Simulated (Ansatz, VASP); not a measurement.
MgO in VASP and in Ansatz

```
Mg O
1.0
     0.00000    2.08035    2.08035
     2.08035    0.00000    2.08035
     2.08035    2.08035    0.00000
Mg O
1 1
Direct
  0.00000 0.00000 0.00000
  0.50000 0.50000 0.50000
```

Alike in both runs: functional LDA; k mesh 8 × 8 × 8; occupations gaussian, width 0.02 eV; no spin polarisation.

Ansatz relaxed the structure, and its values are those at the end. VASP's run is a single point on that final structure, the one shown.

|  | VASP | Ansatz |
| --- | --- | --- |
| version | VASP 6.6.1 | Ansatz 0.2.0 |
| potentials or method | VASP PAW LDA potentials, release 64 (Mg, O), cutoff 520 eV | scalar-relativistic, plane waves, PAW |
| valence electrons in the cell | 8 | 16 |

```tsv
	VASP	Ansatz	Ansatz less VASP
gap on the k mesh at the Fermi level (eV)	5.02	5.03	+0.005
least direct gap on the mesh (eV)	5.02	5.03	+0.005
pressure (GPa)	-1.9	0.0	+1.86
```

Ansatz warns that its potentials were made for another functional, while VASP's fit it. LDA's correlation is that of Perdew and Zunger in VASP and of Perdew and Wang (1992) in Ansatz. VASP's potentials hold 8 valence electrons a cell and Ansatz's 16, so a difference there can come from the potentials and not from the codes.
